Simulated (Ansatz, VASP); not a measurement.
# One calculation of Sc5SbSe2, two programs

```xyz
8
Lattice="8.6046 0.0000 0.0000 -4.3023 7.4518 0.0000 0.0000 0.0000 5.0445" Properties=species:S:1:pos:R:3 pbc="T T T"
Sc    4.3023    0.0000    2.5223
Sc   -2.1511    3.7259    2.5223
Sc    2.1511    3.7259    2.5223
Sc    0.0000    4.9679    0.0000
Sc    4.3023    2.4839    0.0000
Sb    0.0000    0.0000    0.0000
Se    0.0000    4.9679    2.5223
Se    4.3023    2.4839    2.5223
```

Alike in both runs: functional PBE; k mesh 3 × 3 × 4; occupations gaussian, width 0.2 eV; no spin polarisation.

Ansatz relaxed the structure, and its values are those at the end. VASP's run is a single point on that final structure, the one shown.

```csv
,VASP,Ansatz
version,VASP 6.6.1,Ansatz 0.2.0
potentials or method,"VASP PAW PBE potentials, release 64 (Sc_sv, Sb, Se), cutoff 520 eV","scalar-relativistic, plane waves, PAW"
valence electrons in the cell,72,102
```

```tsv
	VASP	Ansatz	Ansatz less VASP
gap on the k mesh at the Fermi level (eV)	none	none	-
pressure (GPa)	0.1	0.0	-0.11
```

A gap of «none» marks a metal or a gap that the smearing closes. VASP's potentials hold 72 valence electrons a cell and Ansatz's 102, so a difference there can come from the potentials and not from the codes.

Spin-orbit coupling is off throughout.
